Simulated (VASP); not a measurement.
Here is a VASP 6.6.1 calculation.

File INCAR:

```
PREC = Accurate ; ENCUT = 520
EDIFF = 1E-7 ; ISMEAR = 0
SIGMA = 0.011 ; LREAL = F
LASPH = T ; NELM = 150
ALGO = Normal ; ISIF = 2
LWAVE = F ; LCHARG = T
ISPIN = 2 ; MAGMOM = 4 0
LORBIT = 11 ; LMAXMIX = 4
GGA = PE ; LELF = T
LVHAR = T ; NBANDS = 20
```

File KPOINTS:

```
regular mesh
0
Gamma
  9 9 9
```

The input POSCAR:

```
MnS
1.0
    0.0000000000      2.6045000000      2.6045000000
    2.6045000000      0.0000000000      2.6045000000
    2.6045000000      2.6045000000      0.0000000000
Mn S
1 1
Direct
    0.0000000000      0.0000000000      0.0000000000
    0.5000000000      0.5000000000      0.5000000000
```

Potentials or basis: VASP PAW PBE potentials, release 64 (Mn_pv, S).

Run with:

```bash
$ cat potpaw_PBE.64/Mn_pv/POTCAR potpaw_PBE.64/S/POTCAR > POTCAR
$ mpirun -np 1 vasp_std > vasp.out
```

(1) Predict the net moment.

(2) What does it give for the site moments?

(3) Predict the pressure.

Results:

(1) 4.72 μB per cell.

(2) Mn +4.26; S +0.11 μB.

(3) -2.9 GPa.

Caveat: a cell with one magnetic atom can't hold antiferromagnetic order, which such compounds often take.
